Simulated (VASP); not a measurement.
A run of VASP 6.6.1 is set up as follows.

File INCAR:

```
PREC = Accurate ; ENCUT = 500
EDIFF = 1E-6 ; ISMEAR = 0
SIGMA = 0.01 ; LREAL = F
LASPH = T ; NELM = 120
ALGO = Normal ; ISIF = 2
LWAVE = F ; LCHARG = F
GGA = PE ; IVDW = 12
NBANDS = 16 ; GGA_COMPAT = F
```

File KPOINTS:

```
Automatic mesh
0
Gamma
  5 5 5
```

The input POSCAR:

```
AgI
1.0
    0.0000000000      3.2365000000      3.2365000000
    3.2365000000      0.0000000000      3.2365000000
    3.2365000000      3.2365000000      0.0000000000
Ag I
1 1
Direct
    0.0000000000      0.0000000000      0.0000000000
    0.2500000000      0.2500000000      0.2500000000
```

Potentials or basis: VASP PAW PBE potentials, release 64 (Ag, I).

The run is started by

```bash
$ cat potpaw_PBE.64/Ag/POTCAR potpaw_PBE.64/I/POTCAR > POTCAR
$ mpirun -np 1 vasp_std > vasp.out
```

(1) Predict the dispersion energy per atom.

(2) What does it give for the band gap on the k mesh?

Answers

(1) -0.327 eV.

(2) 1.34 eV, direct.

Caveat: spin-orbit coupling is left out, which moves the levels of the heavy elements.
